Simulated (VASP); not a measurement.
Write the native input for VASP 6.6.1 that does the following.

- Task: single point
- Functional: r2SCAN
- Potentials or basis: VASP PAW PBE potentials, release 64 (Hg, C, F)
- Cutoff: 520 eV
- k mesh: 4 × 4 × 3
- Occupations: fermi-dirac, width 0.1 eV
- Spin: no spin polarisation
- Dipole correction: no
- Further INCAR settings: ALGO = Normal; EDIFF = 1e-07; NBANDS = 46

HgC4F6:

```xyz
11
Lattice="4.9920 -0.0076 -0.0828 -1.7121 5.5284 -0.0233 -2.2201 -2.4062 5.9053" Properties=species:S:1:pos:R:3 pbc="T T T"
Hg    0.0000    0.0000    0.0000
C    -0.9754   -1.2342    4.7613
C     2.0351    4.3488    1.0379
C    -1.2215    0.0047    4.3515
C     2.2812    3.1098    1.4477
F     0.2281   -1.7532    4.3718
F     0.8316    4.8678    1.4274
F    -0.4151    0.7572    3.6308
F     1.4749    2.3573    2.1684
F    -2.3421    0.6477    4.6330
F     3.4019    2.4669    1.1662
```

These files were run (other wordings do the same):

POSCAR

```
HgC4F6
1.0
    4.9919503768     -0.0076017429     -0.0827550434
   -1.7121416550      5.5283843046     -0.0233236223
   -2.2200740435     -2.4062413918      5.9052771694
Hg C F
1 4 6
Direct
    0.0000000000      0.0000000000      0.0000000000
    0.2091195308      0.1294613999      0.8097123342
    0.7908804692      0.8705386001      0.1902876658
    0.1957998745      0.3236079449      0.7409102914
    0.8042001255      0.6763920551      0.2590897086
    0.3800494322      0.0079480323      0.7456846293
    0.6199505678      0.9920519677      0.2543153707
    0.3329281069      0.4077712663      0.6211127515
    0.6670718931      0.5922287337      0.3788872485
    0.0384531176      0.4597093672      0.7869089806
    0.9615468824      0.5402906328      0.2130910194
```

INCAR.step1

```
SYSTEM = HgC4F6
ALGO = Normal ; EDIFF = 1E-4
ENCUT = 520 ; GGA = PE
ISMEAR = -1 ; LASPH = .TRUE.
LCHARG = .FALSE. ; LREAL = .FALSE.
LWAVE = .TRUE. ; NBANDS = 46
NELM = 60 ; PREC = Accurate
SIGMA = 0.1
```

INCAR.step2

```
SYSTEM = HgC4F6
ALGO = Normal ; EDIFF = 1E-7
ENCUT = 520 ; ISIF = 2
ISMEAR = -1 ; ISTART = 1
LASPH = .TRUE. ; LCHARG = .TRUE.
LELF = .TRUE. ; LMIXTAU = .TRUE.
LREAL = .FALSE. ; LVHAR = .TRUE.
LWAVE = .FALSE. ; METAGGA = R2SCAN
NBANDS = 46 ; NELM = 60
PREC = Accurate ; SIGMA = 0.1
```

KPOINTS

```
k-points
0
G
  4 4 3
  0 0 0
```

Potentials or basis: VASP PAW PBE potentials, release 64 (Hg, C, F).

Launch:

```console
$ cat potpaw_PBE.64/Hg/POTCAR potpaw_PBE.64/C/POTCAR potpaw_PBE.64/F/POTCAR > POTCAR
$ cp INCAR.step1 INCAR
$ mpirun -np 1 vasp_std > vasp.out
$ cp INCAR.step2 INCAR
$ mpirun -np 1 vasp_std > vasp.out
```

Results of the run:

```json
{
 "Pressure": "1.3 GPa",
 "Largest force": "0.572 eV/Å",
 "Band gap on the k mesh": "4.07 eV (least direct gap 4.31 eV)"
}
```

Caveat: the PAW data sets were made with another functional, which shifts forces and pressure a little; spin-orbit coupling is left out, which moves the levels of the heavy elements; an odd mesh through Γ misses points on the zone boundary, where band edges can lie.

Run time: 16 min on 1 thread of Intel(R) Xeon(R) Platinum 8259CL CPU @ 2.50GHz (Skylake/Cascade Lake), with other jobs on the host, peak memory 0.43 GiB.
